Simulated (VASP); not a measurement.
A run of VASP 6.6.1 is set up as follows.

File INCAR:

```
PREC = Accurate
ENCUT = 520
EDIFF = 1E-7
ISMEAR = 0
SIGMA = 0.1
LREAL = False
LASPH = True
NELM = 80
ALGO = Normal
ISIF = 2
LWAVE = False
LCHARG = False
GGA = PE
NBANDS = 32
```

KPOINTS

```
regular mesh
0
Gamma
  6 6 2
```

POSCAR

```
CaH
1.0
    3.7392200711      0.0000000000      0.0000000000
   -1.8696100355      3.2382595719      0.0000000000
    0.0000000000      0.0000000000     11.7163827119
Ca H
4 4
Direct
    0.0000000000      0.0000000000      0.0000000000
    0.3333333333      0.6666666667      0.2500000000
    0.0000000000      0.0000000000      0.5000000000
    0.6666666667      0.3333333333      0.7500000000
    0.6666666667      0.3333333333      0.0967498521
    0.3333333333      0.6666666667      0.9032501479
    0.3333333333      0.6666666667      0.5967498521
    0.6666666667      0.3333333333      0.4032501479
```

Potentials or basis: VASP PAW PBE potentials, release 64 (Ca_sv, H).

The run is started by

```bash
$ cat potpaw_PBE.64/Ca_sv/POTCAR potpaw_PBE.64/H/POTCAR > POTCAR
$ mpirun -np 1 vasp_std > vasp.out
```

(1) Estimate the largest force.

(2) Predict the band gap on the k mesh.

(3) What does it give for the pressure?

## Answers

(1) 0.006 eV/Å.

(2) zero (bands 22 and 23 overlap by 0.54 eV).

(3) 0.0 GPa.
